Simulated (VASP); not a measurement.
# B (Fm-3m) in VASP: a series of runs, part 2 of 2

VASP 6.6.1. Earlier steps stand in the parts before.

### Step 3. Single point, revPBE (volume scaled by 1.04)

File INCAR:

```
SYSTEM = B
ALGO     = Normal         ! electronic algorithm
EDIFF    = 1E-7           ! SCF threshold, eV
ENCUT    = 520            ! plane-wave cutoff, eV
GGA      = RE             ! functional
ISIF     = 2              ! what is computed and relaxed
ISMEAR   = -1             ! smearing method
LASPH    = .TRUE.         ! aspherical terms in the spheres
LCHARG   = .FALSE.        ! write CHGCAR
LREAL    = .FALSE.        ! projectors in reciprocal space
LWAVE    = .FALSE.        ! write WAVECAR
NBANDS   = 8              ! bands
NELM     = 60             ! most SCF steps
PREC     = Accurate       ! precision mode
SIGMA    = 0.1            ! smearing width, eV
```

File KPOINTS:

```
k-points
0
G
  21 21 21
  0 0 0
```

File POSCAR:

```
B
1.0
    0.0000000000      1.4581582540      1.4581582540
    1.4581582540      0.0000000000      1.4581582540
    1.4581582540      1.4581582540      0.0000000000
B
1
Direct
    0.0000000000      0.0000000000      0.0000000000
```

Potentials or basis: VASP PAW PBE potentials, release 64 (B).

Command:

```console
> cat potpaw_PBE.64/B/POTCAR > POTCAR
> mpirun -np 1 vasp_std > vasp.out
```

OUTCAR:

```text
SYSTEM = B
   EDIFF = 1E-7
   ENCUT = 520
   GGA = RE
   ISIF = 2
   ISMEAR = -1
   LASPH = .TRUE.
   LREAL = .FALSE.
   NELM = 60
   PREC = Accurate

 ion  position               nearest neighbor table
   1  0.000  0.000  0.000-

  LATTYP: Found a face centered cubic cell.
 ALAT       =     2.9163165080

  Lattice vectors:

 A1 = (   0.0000000000,   1.4581582540,   1.4581582540)
 A2 = (   1.4581582540,   0.0000000000,   1.4581582540)
 A3 = (   1.4581582540,   1.4581582540,   0.0000000000)

Analysis of symmetry for initial positions (statically):
=====================================================================
 Subroutine PRICEL returns:
 Original cell was already a primitive cell.

 Routine SETGRP: Setting up the symmetry group for a
 face centered cubic supercell.

 Subroutine GETGRP returns: Found 48 space group operations
 (whereof 48 operations were pure point group operations)
 out of a pool of 48 trial point group operations.

The static configuration has the point symmetry O_h .

Analysis of symmetry for dynamics (positions and initial velocities):
=====================================================================
 Subroutine PRICEL returns:
 Original cell was already a primitive cell.

 Routine SETGRP: Setting up the symmetry group for a
 face centered cubic supercell.

 Subroutine GETGRP returns: Found 48 space group operations
 (whereof 48 operations were pure point group operations)
 out of a pool of 48 trial point group operations.

The dynamic configuration has the point symmetry O_h .

 Subroutine INISYM returns: Found 48 space group operations
 (whereof 48 operations are pure point group operations),
 and found     1 'primitive' translations

----------------------------------------------------------------------------------------

                                     Primitive cell

  volume of cell :       6.2007

  direct lattice vectors                    reciprocal lattice vectors
     0.000000000  1.458158254  1.458158254    -0.342898309  0.342898309  0.342898309
     1.458158254  0.000000000  1.458158254     0.342898309 -0.342898309  0.342898309
     1.458158254  1.458158254  0.000000000     0.342898309  0.342898309 -0.342898309

  length of vectors
     2.062147179  2.062147179  2.062147179     0.593917294  0.593917294  0.593917294

  position of ions in fractional coordinates (direct lattice)
     0.000000000  0.000000000  0.000000000

  ion indices of the primitive-cell ions
   primitive index   ion index
                 1           1

----------------------------------------------------------------------------------------

 KPOINTS: k-points

Automatic generation of k-mesh.
 Grid dimensions read from file:
 generate k-points for:   21   21   21

 Generating k-lattice:

  Cartesian coordinates                     Fractional coordinates (reciprocal lattice)
    -0.016328491  0.016328491  0.016328491     0.047619048  0.000000000  0.000000000
     0.016328491 -0.016328491  0.016328491     0.000000000  0.047619048  0.000000000
     0.016328491  0.016328491 -0.016328491     0.000000000  0.000000000  0.047619048

  Length of vectors
     0.028281776  0.028281776  0.028281776

  Shift w.r.t. Gamma in fractional coordinates (k-lattice)
     0.000000000  0.000000000  0.000000000

 Subroutine IBZKPT returns following result:
 ===========================================

 Found    286 irreducible k-points:

 Following reciprocal coordinates:
            Coordinates               Weight
  0.000000  0.000000  0.000000      1.000000
  0.047619  0.000000  0.000000      8.000000
  0.095238  0.000000  0.000000      8.000000
  0.142857  0.000000  0.000000      8.000000
  0.190476  0.000000  0.000000      8.000000
  0.238095  0.000000  0.000000      8.000000
[... 16 lines left out ...]
 -0.428571  0.047619  0.000000     24.000000
 -0.380952  0.047619  0.000000     24.000000
 [... further k-points ...]
   k-points           NKPTS =    286   k-points in BZ     NKDIM =    286   number of bands    NBANDS=      8
   number of dos      NEDOS =    301   number of ions     NIONS =      1
   total plane-waves  NPLWV =   4096
   dimension x,y,z NGX =    16 NGY =   16 NGZ =   16
   dimension x,y,z NGXF=    32 NGYF=   32 NGZF=   32
   ions per type =               1
   NGX,Y,Z   is equivalent  to a cutoff of  12.90, 12.90, 12.90 a.u.
   NGXF,Y,Z  is equivalent  to a cutoff of  25.80, 25.80, 25.80 a.u.
 SYSTEM =  B
   PREC   = accura    normal or accurate (medium, high low for compatibility)
   ISTART =      0    job   : 0-new  1-cont  2-samecut
   ICHARG =      2    charge: 1-file 2-atom 10-const
   ISPIN  =      1    spin polarized calculation?
   LNONCOLLINEAR =      F non collinear calculations
   LSORBIT =      F    spin-orbit coupling
   LASPH  =      T    aspherical Exc in radial PAW
   ENCUT  =  520.0 eV  38.22 Ry    6.18 a.u.   3.83  3.83  3.83*2*pi/ulx,y,z
   NELM   =     60;   NELMIN=  2; NELMDL= -5     # of ELM steps
   EDIFF  = 0.1E-06   stopping-criterion for ELM
   LREAL  =      F    real-space projection
   EDIFFG = 0.1E-05   stopping-criterion for IOM
   NSW    =      0    number of steps for IOM
   IBRION =     -1    ionic relax: 0-MD 1-quasi-New 2-CG
   NFREE  =      0    steps in history (QN), initial steepest desc. (CG)
   ISIF   =      2    stress and relaxation
   ISYM   =      2    0-nonsym 1-usesym 2-fastsym
   POTIM  = 0.5000    time-step for ionic-motion
   TEBEG  =    0.0;   TEEND  =   0.0 temperature during run
   PSTRESS=    0.0 pullay stress
   NELECT =       3.0000    total number of electrons
   NUPDOWN=      -1.0000    fix difference up-down
   EMIN   =  10.00;   EMAX   =-10.00  energy-range for DOS
   EFERMI =   0.00;   METHOD = LEGACY
   ISMEAR =    -1;   SIGMA  =   0.10  broadening in eV -4-tet -1-fermi 0-gaus
   EFERMI_NEDOS =   21; number of points for ismear=-14 and -15
   IALGO  =     38    algorithm
   IMIX   =      4    mixing-type and parameters
     AMIX     =   0.40;   BMIX     =  1.00
     AMIX_MAG =   1.60;   BMIX_MAG =  1.00
  volume/ion in A,a.u.               =       6.20        41.84
  Fermi-wavevector in a.u.,A,eV,Ry     =   1.285190  2.428656 22.472916  1.651713
  Thomas-Fermi vector in A             =   2.417339
   LORBIT       =      0    0 simple, 1 ext, 2 COOP (PROOUT), +10 PAW based schemes
   GGA     = RE    functional components
   LHFCALC =     F    Hartree Fock is set to
   AEXX    =    0.0000 exact exchange contribution
   IVDW    =     0    specifies the selected vdW correction
   LEPSILON=     F    determine dielectric tensor
   LRPA    =     F    only Hartree local field effects (RPA)
 non-spin polarized calculation
  energy-cutoff  :      520.00
  volume of cell :        6.20
 maximum number of plane-waves:       173
   NGX =  7   NGY =  7   NGZ =  7

 number of electron       3.0000000 magnetization

 Free energy of the ion-electron system (eV)
  ---------------------------------------------------
  ext. energy  EPLUGINS =         0.00000000
  ---------------------------------------------------
  free energy    TOTEN  =        -5.11950920 eV

  energy without entropy =       -5.11246774  energy(sigma->0) =       -5.11598847

 E-fermi :  10.0365     XC(G=0): -12.8073

 val. band max:       10.0190452093   @ k =  -0.2857   0.1905   0.0476
 cond. band min:      10.1030357197   @ k =  -0.4286   0.4762   0.0952
 fundamental gap:      0.0839905105
 Fermi energy:        10.0365291283

 k-point     1 :       0.0000    0.0000    0.0000
  band No.  band energies     occupation
      1      -8.6188      2.00000
      2      25.4230      0.00000
      3      25.4230      0.00000
      4      25.4230      0.00000
      5      41.4906      0.00000
      6      41.4906      0.00000
      7      41.4906      0.00000
      8      45.1926      0.00000
[... 243 lines left out ...]
 k-point    24 :      -0.3810    0.0476    0.0000
  band No.  band energies     occupation
      1      -1.9480      2.00000
      2       7.7849      2.00000
      3      22.0459      0.00000
      4      22.9907      0.00000
      5      37.5770      0.00000
      6      39.0656      0.00000
      7      41.7988      0.00000
      8      43.8078      0.00000

 [... further k-points ...]

------------------------ aborting loop because EDIFF is reached ----------------------------------------

  FORCE on cell =-STRESS in cart. coord.  units (eV):
  Direction    XX          YY          ZZ          XY          YZ          ZX
  --------------------------------------------------------------------------------------
  -------------------------------------------------------------------------------------
  Total       -0.3775688     -0.3775688     -0.3775688      0.0000000      0.0000000      0.0000000
  in kB      -97.5579544    -97.5579544    -97.5579544      0.0000000      0.0000000      0.0000000
  external PRESSURE =     -97.5579544 kB  Pullay stress =       0.0000000 kB

 VOLUME and BASIS-vectors are now :
 -----------------------------------------------------------------------------
  energy-cutoff  :      520.00
  volume of cell :        6.20
      direct lattice vectors                 reciprocal lattice vectors
     0.000000000  1.458158254  1.458158254    -0.342898309  0.342898309  0.342898309
     1.458158254  0.000000000  1.458158254     0.342898309 -0.342898309  0.342898309
     1.458158254  1.458158254  0.000000000     0.342898309  0.342898309 -0.342898309

 POSITION                                       TOTAL-FORCE (eV/Angst)
 -----------------------------------------------------------------------------------
      0.00000      0.00000      0.00000        -0.000000      0.000000     -0.000000
 -----------------------------------------------------------------------------------
    total drift:                                0.000000     -0.000000     -0.000000

  FREE ENERGIE OF THE ION-ELECTRON SYSTEM (eV)
  ---------------------------------------------------
  free  energy   TOTEN  =        -5.1195092032 eV

  energy  without entropy=       -5.1124677355  energy(sigma->0) =       -5.11598847
```

Run time: 5.1 s. Hardware: 1 thread of Intel Xeon 6975P-C, shared host; peak memory 0.12 GiB.

Results:

```
Free energy : -5.1195 eV
Pressure    : -9.8 GPa
```

Levels at points of the mesh, in eV from the Fermi level:
```tsv
k point	band 1	band 2	band 3	band 4	band 5	band 6
(0.00, 0.00, 0.00)	-18.66	15.39	15.39	15.39	31.45	31.45
```

Caveat: the PAW data sets were made with another functional, which shifts forces and pressure a little.

### Step 4. Single point, revPBE (volume scaled by 1.08)

File INCAR:

```
SYSTEM = B
PREC = Accurate ; ENCUT = 520
EDIFF = 1E-6 ; ISMEAR = -1
SIGMA = 0.1 ; LREAL = .False.
LASPH = .True. ; NELM = 100
ALGO = Normal ; ISIF = 2
LWAVE = .False. ; LCHARG = .False.
GGA = RE ; NBANDS = 8
```

File KPOINTS:

```
regular mesh
0
Gamma
  21 21 21
  0 0 0
```

File POSCAR:

```
B
1.0
    0.0000000000      1.4766179130      1.4766179130
    1.4766179130      0.0000000000      1.4766179130
    1.4766179130      1.4766179130      0.0000000000
B
1
Direct
    0.0000000000      0.0000000000      0.0000000000
```

Command:

```console
> cat potpaw_PBE.64/B/POTCAR > POTCAR
> mpirun -np 1 vasp_std > vasp.out
```

Wall time 3.9 s (1 thread of Intel Xeon 6975P-C, shared host); peak memory 0.12 GiB.

Results (log left out):

- Free energy: -5.0992 eV
- Pressure: -17.7 GPa

Levels at points of the mesh, in eV from the Fermi level:
```tsv
k point	band 1	band 2	band 3	band 4
(0.00, 0.00, 0.00)	-18.21	14.87	14.87	14.87
```

Caveat: the PAW data sets were made with another functional, which shifts forces and pressure a little.

### Step 5. Single point, revPBE (volume scaled by 1.12)

File INCAR:

```
ALGO = Normal
EDIFF = 1E-6
ENCUT = 520
GGA = RE
ISIF = 2
ISMEAR = -1
LASPH = True
LCHARG = False
LREAL = False
LWAVE = False
NBANDS = 8
NELM = 80
PREC = Accurate
SIGMA = 0.1
```

File KPOINTS:

```
k-points
0
Gamma
  21 21 21
```

File POSCAR:

```
B
1.0
    0.0000000000      1.4946272235      1.4946272235
    1.4946272235      0.0000000000      1.4946272235
    1.4946272235      1.4946272235      0.0000000000
B
1
Direct
    0.0000000000      0.0000000000      0.0000000000
```

Command:

```console
> cat potpaw_PBE.64/B/POTCAR > POTCAR
> mpirun -np 1 vasp_std > vasp.out
```

It took 4.9 s on 1 thread of Intel Xeon 6975P-C, shared host; peak memory 0.12 GiB.

The run converged. Its results:

| Item | Value |
| --- | --- |
| Free energy | -5.0680 eV |
| Pressure | -24.3 GPa |

Levels at points of the mesh, in eV from the Fermi level:
```
           k point  band 1  band 2  band 3  band 4  band 5  band 6
(0.00, 0.00, 0.00)  -17.79   14.39   14.39   14.39   30.19   30.19
```

Caveat: the PAW data sets were made with another functional, which shifts forces and pressure a little.

### Step 6. Summary

```csv
cell,gap on the mesh (eV),pressure (GPa)
"a = 2.035 Å, angles 60.0°, 1 atom",none,-0.1
"a = 2.062 Å, angles 60.0°, 1 atom",none,-9.8
"a = 2.088 Å, angles 60.0°, 1 atom",none,-17.7
"a = 2.114 Å, angles 60.0°, 1 atom",none,-24.3
```

Alike in all rows: task single point; level revPBE; potentials or basis VASP PAW PBE potentials, release 64 (B); no spin polarisation; k mesh 21 × 21 × 21; cutoff (eV) 520; smearing fermi-dirac 0.1 eV.

Caveats: the PAW data sets were made with another functional, which shifts forces and pressure a little.

Total energies depend on the potentials used, so only differences within one code and one set of settings carry meaning.
